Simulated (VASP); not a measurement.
# Bi in VASP: further runs

The runs below take Bi through electric field gradients, with PBEsol.

Program: VASP 6.6.1. These are calculated values, not measurements. Logs are shortened: lines on timing, memory, paths and dates and some standing lists are left out, and cuts for length are marked.

**1. The cell of the first run**

The typed cell holds 2 atoms: a = 4.539 Å, b = 4.559 Å, c = 11.829 Å, α = 90.21°, β = 90.57°, γ = 120.43°.

**2. Electric field gradients, PBEsol (equal xy, yz and zx shear strains of -1 %)**

INCAR reads:

```
ALGO = Normal
EDIFF = 1E-8
ENCUT = 520
GGA = PS
ISIF = 2
ISMEAR = -1
LASPH = T
LCHARG = F
LEFG = T
LREAL = F
LWAVE = F
NBANDS = 22
NELM = 60
PREC = Accurate
SIGMA = 0.03
```

KPOINTS reads:

```
k-points
0
Gamma
  9 9 3
```

POSCAR reads:

```
Bi
1.0
    4.5390002997     -0.0226950015     -0.0226950015
   -2.2891545977      3.9422370682     -0.0083069471
   -0.0591450000     -0.0591450000     11.8290000000
Bi
2
Direct
    0.3333333333      0.6666666667      0.2500000000
    0.6666666667      0.3333333333      0.7500000000
```

Potentials or basis: VASP PAW PBE potentials, release 64 (Bi_d).

Started as:

```console
$ cat potpaw_PBE.64/Bi_d/POTCAR > POTCAR
$ mpirun -np 1 vasp_std > vasp.out
```

OUTCAR:

```text
EDIFF = 1E-8
   ENCUT = 520
   GGA = PS
   ISIF = 2
   ISMEAR = -1
   LASPH = T
   LREAL = F
   NELM = 60
   PREC = Accurate

 ion  position               nearest neighbor table
   1  0.333  0.667  0.250-
   2  0.667  0.333  0.750-

  LATTYP: Found a triclinic cell.
 ALAT       =     4.5194664305
 B/A-ratio  =     1.0043472704
 C/A-ratio  =     2.6174097990
 COS(alpha) =     0.0099745013
 COS(beta)  =     0.0136846555
 COS(gamma) =     0.4934979113

  Lattice vectors:

 A1 = (   2.2498457020,   3.9195420667,  -0.0310019486)
 A2 = (   4.5390002997,  -0.0226950015,  -0.0226950015)
 A3 = (   0.0591450000,   0.0591450000, -11.8290000000)

Analysis of symmetry for initial positions (statically):
=====================================================================
 Subroutine PRICEL returns:
 Original cell was already a primitive cell.

 Routine SETGRP: Setting up the symmetry group for a
 triclinic supercell.

 Subroutine GETGRP returns: Found  2 space group operations
 (whereof  2 operations were pure point group operations)
 out of a pool of  2 trial point group operations.

The static configuration has the point symmetry S_2 .

Analysis of symmetry for dynamics (positions and initial velocities):
=====================================================================
 Subroutine PRICEL returns:
 Original cell was already a primitive cell.

 Routine SETGRP: Setting up the symmetry group for a
 triclinic supercell.

 Subroutine GETGRP returns: Found  2 space group operations
 (whereof  2 operations were pure point group operations)
 out of a pool of  2 trial point group operations.

The dynamic configuration has the point symmetry S_2 .

 Subroutine INISYM returns: Found  2 space group operations
 (whereof  2 operations are pure point group operations),
 and found     1 'primitive' translations

----------------------------------------------------------------------------------------

                                     Primitive cell

  volume of cell :     211.0408

  direct lattice vectors                    reciprocal lattice vectors
     4.539000300 -0.022695001 -0.022695001     0.220963118  0.128311219  0.001746372
    -2.289154598  3.942237068 -0.008306947     0.001278433  0.254408127  0.001278433
    -0.059145000 -0.059145000 11.829000000     0.000424835  0.000424835  0.084542248

  length of vectors
     4.539113773  4.558676439 11.829295721     0.255522050  0.254414552  0.084544383

  position of ions in fractional coordinates (direct lattice)
     0.333333333  0.666666667  0.250000000
     0.666666667  0.333333333  0.750000000

  ion indices of the primitive-cell ions
   primitive index   ion index
                 1           1
                 2           2

----------------------------------------------------------------------------------------

 KPOINTS: k-points

Automatic generation of k-mesh.
 Grid dimensions read from file:
 generate k-points for:    9    9    3

 Generating k-lattice:

  Cartesian coordinates                     Fractional coordinates (reciprocal lattice)
     0.024551458  0.014256802  0.000194041     0.111111111  0.000000000  0.000000000
     0.000142048  0.028267570  0.000142048    -0.000000000  0.111111111 -0.000000000
     0.000141612  0.000141612  0.028180749     0.000000000 -0.000000000  0.333333333

  Length of vectors
     0.028391339  0.028268284  0.028181461

  Shift w.r.t. Gamma in fractional coordinates (k-lattice)
     0.000000000  0.000000000  0.000000000

 Subroutine IBZKPT returns following result:
 ===========================================

 Found    122 irreducible k-points:

 Following reciprocal coordinates:
            Coordinates               Weight
  0.000000  0.000000  0.000000      1.000000
  0.111111 -0.000000  0.000000      2.000000
  0.222222 -0.000000 -0.000000      2.000000
  0.333333  0.000000  0.000000      2.000000
  0.444444 -0.000000 -0.000000      2.000000
 -0.000000  0.111111 -0.000000      2.000000
[... 16 lines left out ...]
 -0.111111  0.222222 -0.000000      2.000000
 -0.000000  0.333333 -0.000000      2.000000
 [... further k-points ...]
   k-points           NKPTS =    122   k-points in BZ     NKDIM =    122   number of bands    NBANDS=     22
   number of dos      NEDOS =    301   number of ions     NIONS =      2
   total plane-waves  NPLWV = 116640
   dimension x,y,z NGX =    36 NGY =   36 NGZ =   90
   dimension x,y,z NGXF=    72 NGYF=   72 NGZF=  180
   ions per type =               2
   NGX,Y,Z   is equivalent  to a cutoff of  13.19, 13.13, 12.65 a.u.
   NGXF,Y,Z  is equivalent  to a cutoff of  26.37, 26.26, 25.30 a.u.
 SYSTEM =  unknown system
   PREC   = accura    normal or accurate (medium, high low for compatibility)
   ISTART =      0    job   : 0-new  1-cont  2-samecut
   ICHARG =      2    charge: 1-file 2-atom 10-const
   ISPIN  =      1    spin polarized calculation?
   LNONCOLLINEAR =      F non collinear calculations
   LSORBIT =      F    spin-orbit coupling
   LASPH  =      T    aspherical Exc in radial PAW
   ENCUT  =  520.0 eV  38.22 Ry    6.18 a.u.   8.44  8.48 21.99*2*pi/ulx,y,z
   NELM   =     60;   NELMIN=  2; NELMDL= -5     # of ELM steps
   EDIFF  = 0.1E-07   stopping-criterion for ELM
   LREAL  =      F    real-space projection
   EDIFFG = 0.1E-06   stopping-criterion for IOM
   NSW    =      0    number of steps for IOM
   IBRION =     -1    ionic relax: 0-MD 1-quasi-New 2-CG
   NFREE  =      0    steps in history (QN), initial steepest desc. (CG)
   ISIF   =      2    stress and relaxation
   ISYM   =      2    0-nonsym 1-usesym 2-fastsym
   POTIM  = 0.5000    time-step for ionic-motion
   TEBEG  =    0.0;   TEEND  =   0.0 temperature during run
   PSTRESS=    0.0 pullay stress
   NELECT =      30.0000    total number of electrons
   NUPDOWN=      -1.0000    fix difference up-down
   EMIN   =  10.00;   EMAX   =-10.00  energy-range for DOS
   EFERMI =   0.00;   METHOD = LEGACY
   ISMEAR =    -1;   SIGMA  =   0.03  broadening in eV -4-tet -1-fermi 0-gaus
   EFERMI_NEDOS =   21; number of points for ismear=-14 and -15
   IALGO  =     38    algorithm
   IMIX   =      4    mixing-type and parameters
     AMIX     =   0.40;   BMIX     =  1.00
     AMIX_MAG =   1.60;   BMIX_MAG =  1.00
  volume/ion in A,a.u.               =     105.52       712.09
  Fermi-wavevector in a.u.,A,eV,Ry     =   0.854397  1.614576  9.932178  0.729994
  Thomas-Fermi vector in A             =   1.970987
   LORBIT       =      0    0 simple, 1 ext, 2 COOP (PROOUT), +10 PAW based schemes
   GGA     = PS    functional components
   LHFCALC =     F    Hartree Fock is set to
   AEXX    =    0.0000 exact exchange contribution
   IVDW    =     0    specifies the selected vdW correction
   LEPSILON=     F    determine dielectric tensor
   LRPA    =     F    only Hartree local field effects (RPA)
 non-spin polarized calculation
  energy-cutoff  :      520.00
  volume of cell :      211.04
 maximum number of plane-waves:      5739
 NGX is ok and might be reduce to    36
   NGX = 17   NGY = 17   NGZ = 43

 number of electron      29.9999992 magnetization

 Free energy of the ion-electron system (eV)
  ---------------------------------------------------
  ext. energy  EPLUGINS =         0.00000000
  ---------------------------------------------------
  free energy    TOTEN  =        -3.37986265 eV

  energy without entropy =       -3.35858637  energy(sigma->0) =       -3.36922451

 E-fermi :  -1.1539     XC(G=0):  -5.4264

 val. band max:       -1.1547949436   @ k =   0.4444  -0.3333   0.3333
 cond. band min:      -1.1532138527   @ k =   0.3333   0.0000   0.3333
 fundamental gap:      0.0015810909
 Fermi energy:        -1.1539496170

 k-point     1 :       0.0000    0.0000    0.0000
  band No.  band energies     occupation
      1     -23.9265      2.00000
      2     -23.9264      2.00000
      3     -23.9217      2.00000
      4     -23.9217      2.00000
      5     -23.9197      2.00000
      6     -23.9197      2.00000
[... 14 lines left out ...]
     21       4.5265      0.00000
     22       4.7091      0.00000

 k-point     2 :       0.1111   -0.0000    0.0000
  band No.  band energies     occupation
      1     -23.9261      2.00000
      2     -23.9260      2.00000
      3     -23.9218      2.00000
      4     -23.9218      2.00000
      5     -23.9200      2.00000
      6     -23.9200      2.00000
[... 14 lines left out ...]
     21       4.6647      0.00000
     22       4.9403      0.00000
[... 523 lines left out ...]
     21       4.7526      0.00000
     22       5.5777      0.00000

 k-point    24 :      -0.0000    0.3333   -0.0000
  band No.  band energies     occupation
      1     -23.9241      2.00000
      2     -23.9241      2.00000
      3     -23.9230      2.00000
      4     -23.9230      2.00000
      5     -23.9207      2.00000
      6     -23.9207      2.00000
[... 14 lines left out ...]
     21       4.3331      0.00000
     22       4.8532      0.00000

 [... further k-points ...]
[... 5 lines left out ...]
  --------------------------------------------------------------------------------------
  -------------------------------------------------------------------------------------
  Total       -6.7704168     -6.7743478     -0.5311490     -0.0516025      0.0271875      0.0272381
  in kB      -51.3995819    -51.4294249     -4.0323714     -0.3917551      0.2064015      0.2067856
  external PRESSURE =     -35.6204594 kB  Pullay stress =       0.0000000 kB

 VOLUME and BASIS-vectors are now :
 -----------------------------------------------------------------------------
  energy-cutoff  :      520.00
  volume of cell :      211.04
      direct lattice vectors                 reciprocal lattice vectors
     4.539000300 -0.022695001 -0.022695001     0.220963118  0.128311219  0.001746372
    -2.289154598  3.942237068 -0.008306947     0.001278433  0.254408127  0.001278433
    -0.059145000 -0.059145000 11.829000000     0.000424835  0.000424835  0.084542248

 POSITION                                       TOTAL-FORCE (eV/Angst)
 -----------------------------------------------------------------------------------
     -0.02789      2.60581      2.94415        -0.000858      0.000012     -0.000140
      2.21859      1.25459      8.85385         0.000858     -0.000012      0.000140
 -----------------------------------------------------------------------------------
    total drift:                               -0.000000      0.000000      0.000000

  FREE ENERGIE OF THE ION-ELECTRON SYSTEM (eV)
  ---------------------------------------------------
  free  energy   TOTEN  =        -3.3798626462 eV

  energy  without entropy=       -3.3585863652  energy(sigma->0) =       -3.36922451

 Electric field gradients (V/A^2)
---------------------------------------------------------------------
 ion       V_xx      V_yy      V_zz      V_xy      V_xz      V_yz
---------------------------------------------------------------------
   1      62.899    62.752  -125.651    -5.473    -1.056    -1.053
   2      62.899    62.752  -125.651    -5.473    -1.056    -1.053
---------------------------------------------------------------------

 Electric field gradients after diagonalization (V/A^2)
 (convention: |V_zz| > |V_xx| > |V_yy|)
----------------------------------------------------------------------
 ion       V_xx      V_yy      V_zz     asymmetry (V_yy - V_xx)/ V_zz
----------------------------------------------------------------------
   1      68.299    57.364  -125.663       0.087
   2      68.299    57.364  -125.663       0.087
----------------------------------------------------------------------

           NMR quadrupolar parameters

 Cq : quadrupolar parameter    Cq=e*Q*V_zz/h
 eta: asymmetry parameters     (V_yy - V_xx)/ V_zz
 Q  : nuclear electric quadrupole moment in mb (millibarn)
----------------------------------------------------------------------
 ion       Cq(MHz)       eta       Q (mb)
----------------------------------------------------------------------
   1      -0.304       0.087       1.000
   2      -0.304       0.087       1.000
----------------------------------------------------------------------
```

Run time: 15 min. Hardware: 1 thread of Intel Xeon 8259CL, shared host; peak memory 0.63 GiB.

What came out:

| Item | Value |
| --- | --- |
| Free energy | -3.3799 eV |
| Pressure | -3.6 GPa |
| Band gap on the k mesh | zero (bands 15 and 16 overlap by 2.11 eV) |
| Largest electric field gradient by atom | Bi -125.7 V/Å² |

Electric field gradients, principal values (V/Å²):
```
atom   least  middle  greatest (by size)
1 Bi  57.364  68.299            -125.663
2 Bi  57.364  68.299            -125.663
```

Caveat: the cell differs from its parent crystal (equal xy, yz and zx shear strains of -1 %); the cell stands under tension; without QUAD_EFG the Cq values of the log hold for a quadrupole moment of 1 mb, not for the nuclei; the PAW data sets were made with another functional, which shifts forces and pressure a little; spin-orbit coupling is left out, which moves the levels of the heavy elements.

(Part 1 of 2 ends here.)
